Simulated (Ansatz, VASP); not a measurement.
## AlNi: VASP beside Ansatz

Contents of INCAR:

```
SYSTEM = AlNi
PREC     = Accurate       ! precision mode
ENCUT    = 600            ! plane-wave cutoff, eV
EDIFF    = 1E-6           ! SCF threshold, eV
ISMEAR   = 0              ! smearing method
SIGMA    = 0.15           ! smearing width, eV
LREAL    = .False.        ! projectors in reciprocal space
LASPH    = .True.         ! aspherical terms in the spheres
NELM     = 120            ! most SCF steps
ALGO     = Normal         ! electronic algorithm
ISIF     = 2              ! what is computed and relaxed
LWAVE    = .False.        ! write WAVECAR
LCHARG   = .False.        ! write CHGCAR
GGA      = PS             ! functional
NBANDS   = 21             ! bands
GGA_COMPAT= .False.
```

The input KPOINTS:

```
regular mesh
0
Gamma
  18 18 18
  0 0 0
```

File POSCAR:

```
AlNi
1.0
   -2.8621655520      0.0000000000     -2.8621655520
    0.0000000000     -2.8621655520     -2.8621655520
   -2.8621655520     -2.8621655520      0.0000000000
Al Ni
2 2
Direct
    0.5000000000      0.5000000000      0.5000000000
    0.0000000000      0.0000000000      0.0000000000
    0.2657223610      0.2657223610      0.2342776390
    0.7342776390      0.7342776390      0.7657223610
```

Input for Ansatz:

```yaml
crystal:
  lattice:
    - [-2.862165552, 0.0, -2.862165552]
    - [0.0, -2.862165552, -2.862165552]
    - [-2.862165552, -2.862165552, 0.0]
  atoms:
    - { symbol: Al, position: [0.5, 0.5, 0.5] }
    - { symbol: Al, position: [0.0, 0.0, 0.0] }
    - { symbol: Ni, position: [0.265722361, 0.265722361, 0.234277639] }
    - { symbol: Ni, position: [0.734277639, 0.734277639, 0.765722361] }
basis:
  ecutwfc: 420
kpoints:
  mp_grid: { grid: [18, 18, 18] }
hamiltonian:
  xc: pbesol
scf:
  occupations: { method: gaussian, width: 0.15 }
output:
  forces: true
  stress: true
  eigenvalues: true
```

Change from the starting cell: mode 4 (170.3 1/cm) frozen in, largest displacement +0.090 Å.

Alike in both runs: task single point; functional PBEsol; k mesh 18 × 18 × 18; occupations gaussian, width 0.15 eV; no spin polarisation.

|  | VASP | Ansatz |
| --- | --- | --- |
| version | VASP 6.6.1 | Ansatz 0.2.0 |
| potentials or method | VASP PAW PBE potentials, release 64 (Al, Ni), cutoff 600 eV | scalar-relativistic, plane waves, PAW |
| valence electrons in the cell | 26 | 42 |

|  | VASP | Ansatz | Ansatz less VASP |
| --- | --- | --- | --- |
| gap on the k mesh at the Fermi level (eV) | none | none | - |
| pressure (GPa) | 1.0 | 0.9 | -0.11 |
| traceless stress, the component that is largest in VASP (GPa) | 0.63 | 0.65 | +0.017 |
| rms of the force components (eV/Å) | 0.247 | 0.246 | -0.0010 |

VASP's potentials were made for PBE, not for PBEsol. Atom by atom the forces differ by 0.001 eV/Å (rms over components). A gap of «none» marks a metal or a gap that the smearing closes. VASP's potentials hold 26 valence electrons a cell and Ansatz's 42, so a difference there can come from the potentials and not from the codes.
